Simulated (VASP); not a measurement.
Si:

```
Si
1.0
    -1.55073    1.55073    5.24744
     1.55073   -1.55073    5.24744
     1.55073    1.55073   -5.24744
Si
4
Direct
  0.79200 0.79200 0.00000
  0.54200 0.04200 0.50000
  0.20800 0.20800 0.00000
  0.95800 0.45800 0.50000
```

The cell was built from a structure type or drawn by symmetry, and may not be a known phase.

- Program: VASP 6.6.1
- Task: relaxation of cell and atoms
- Functional: PBE
- Potentials or basis: VASP PAW PBE potentials, release 64 (Si)
- Cutoff: 600 eV
- k mesh: 8 × 8 × 8
- Occupations: gaussian, width 0.1 eV
- Spin: no spin polarisation

At the start: pressure 36.7 GPa; volume 12.62 Å³/atom.

Where does the relaxation end?

Over 15 steps the energy falls by 334.2 meV/atom and the volume is 15.57 Å³/atom (+23.4 %); space group I4_1/amd (No. 141, to 0.1 Å) before and after.

The path:
```
step  energy change (eV)  largest force (eV/Å)  pressure (GPa)  volume (Å³)
   1              0.0000                0.2177           36.71        50.48
   2             -0.8945                0.0633          -10.37        74.62
   3             -1.3026                0.0692           -0.32        63.93
   4             -1.3024                0.0737            0.11        63.64
   5             -1.3088                0.0750            0.15        63.49
   6             -1.3122                0.0728            0.21        63.31
   7             -1.3163                0.0600            0.34        62.95
   8             -1.3278                0.1171            0.77        62.15
   9             -1.2480                0.2314            2.13        60.26
  10             -1.3281                0.1410            0.91        61.99
  11             -1.3271                0.1680            1.11        61.45
  12             -1.3291                0.1531            0.97        61.80
  13             -1.3332                0.0510           -1.04        62.85
  14             -1.3342                0.0825           -0.44        62.52
  15             -1.3369                0.0298           -0.23        62.27
```

Final structure:
```yaml
crystal:
  lattice:
    - [-1.75009, 1.75009, 5.08267]
    - [1.75009, -1.75009, 5.08267]
    - [1.75009, 1.75009, -5.08267]
  atoms:
    - { symbol: Si, position: [0.78665, 0.78665, 0.00000] }
    - { symbol: Si, position: [0.53665, 0.03665, 0.50000] }
    - { symbol: Si, position: [0.21335, 0.21335, 0.00000] }
    - { symbol: Si, position: [0.96335, 0.46335, 0.50000] }
```

Caveat: the volume moved by over 15 % at a fixed basis, so the end points are rough.
